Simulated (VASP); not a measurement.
Crystal: Si3Se2.

```
CELL_PARAMETERS angstrom
4.76125 0.00000 0.00000
-2.38063 4.12337 0.00000
0.00000 0.00000 5.46375
ATOMIC_POSITIONS crystal
Si 0.08941 0.50000 0.00000
Si 0.50000 0.58941 0.00000
Si 0.41059 0.91059 0.00000
Se 0.00000 0.00000 0.33333
Se 0.00000 0.00000 0.66667
```

* Program: VASP 6.6.1
* Task: relaxation of cell and atoms
* Functional: PBE
* Potentials or basis: VASP PAW PBE potentials, release 64 (Si, Se)
* Cutoff: 600 eV
* k mesh: 6 × 6 × 4
* Occupations: gaussian, width 0.1 eV
* Spin: no spin polarisation

At the start: pressure 57.2 GPa; volume 21.45 Å³/atom.

Problem. How do energy, volume and symmetry change on relaxing?

Solution. Over 31 steps the energy falls by 2691.3 meV/atom and the volume is 29.28 Å³/atom (+36.5 %); space group P-62m (No. 189, to 0.05 Å).

Step by step:
```tsv
step	energy change (eV)	largest force (eV/Å)	pressure (GPa)	volume (Å³)
1	0.0000	23.4075	57.23	107.27
2	-4.4856	18.3179	8.05	275.62
3	-7.0391	11.3948	4.57	248.84
4	-8.1039	8.1603	2.57	233.43
5	-10.5470	3.0430	-2.44	184.75
6	-12.1430	1.0577	-2.25	142.52
7	-12.1775	0.5829	0.88	128.69
8	-12.2130	0.7785	-0.92	135.08
9	-12.2146	0.7379	-0.68	134.03
10	-12.2145	0.7162	-0.54	133.45
11	-12.3508	0.8408	0.20	132.03
12	-12.7527	0.9544	3.14	127.57
13	-12.3392	2.8223	14.08	117.89
14	-12.8333	0.8486	5.41	124.94
15	-12.8367	0.8262	6.40	123.93
16	-12.8743	0.8592	6.38	124.30
17	-12.9705	0.9351	6.35	125.40
18	-13.0725	1.2113	6.49	127.48
19	-13.1775	0.9330	5.17	129.90
20	-13.3707	0.3307	1.94	137.33
21	-13.3412	0.6550	-2.25	153.02
22	-13.4151	0.4084	-0.30	144.47
23	-13.4157	0.3984	-0.12	143.79
24	-13.4220	0.3514	-0.11	143.99
25	-13.4365	0.2122	-0.06	144.60
26	-13.4452	0.0955	0.12	145.82
27	-13.4456	0.0626	0.07	145.61
28	-13.4493	0.0447	0.01	145.96
29	-13.4551	0.0538	-0.19	146.99
30	-13.4554	0.0770	-0.25	147.24
31	-13.4567	0.0258	0.04	146.40
```

Final structure:
```yaml
crystal:
  lattice:
    - [4.81449, 0.00000, 0.00000]
    - [-2.40725, 4.16947, 0.00000]
    - [0.00000, 0.00000, 7.29283]
  atoms:
    - { symbol: Si, position: [0.99884, 0.36810, 0.00000] }
    - { symbol: Si, position: [0.63190, 0.63074, 0.00000] }
    - { symbol: Si, position: [0.36926, 0.00116, 0.00000] }
    - { symbol: Se, position: [0.00000, 0.00000, 0.24637] }
    - { symbol: Se, position: [0.00000, 0.00000, 0.75363] }
```

Caveat: the volume moved by over 15 % at a fixed basis, so the end points are rough; this functional lacks dispersion, which binds the layers, so the pressure and a relaxed spacing across them are unreliable.
